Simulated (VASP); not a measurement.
Here is a VASP 6.6.1 calculation.

The input INCAR:

```
SYSTEM = As3O2
ALGO = Fast ; EDIFF = 1E-7
ENCUT = 520 ; GGA = PE
ISIF = 2 ; ISMEAR = 0
LASPH = .True. ; LCHARG = .True.
LELF = .True. ; LREAL = .False.
LVHAR = .True. ; LWAVE = .False.
NBANDS = 38 ; NELM = 100
PREC = Accurate ; SIGMA = 0.1
```

File KPOINTS:

```
k-points
0
Gamma
  12 12 2
  0 0 0
```

Contents of POSCAR:

```
As3O2
1.0
    3.1892738035      0.0000000000      0.0000000000
   -1.5946369017      2.7619921334      0.0000000000
    0.0000000000      0.0000000000     18.3244348008
As O
6 4
Direct
    0.3333333333      0.6666666667      0.9536993273
    0.6666666667      0.3333333333      0.4536993273
    0.3333333333      0.6666666667      0.5463006727
    0.6666666667      0.3333333333      0.0463006727
    0.3333333333      0.6666666667      0.7500000000
    0.6666666667      0.3333333333      0.2500000000
    0.3333333333      0.6666666667      0.1851354901
    0.6666666667      0.3333333333      0.6851354901
    0.3333333333      0.6666666667      0.3148645099
    0.6666666667      0.3333333333      0.8148645099
```

Potentials or basis: VASP PAW PBE potentials, release 64 (As, O).

Launch:

```bash
$ cat potpaw_PBE.64/As/POTCAR potpaw_PBE.64/O/POTCAR > POTCAR
$ mpirun -np 1 vasp_std > vasp.out
```

(1) Estimate the band gap on the k mesh.

(2) Estimate the largest force.

(3) Predict the pressure.

Answers

(1) zero (bands 27 and 28 overlap by 2.61 eV).

(2) 0.095 eV/Å.

(3) 0.2 GPa.
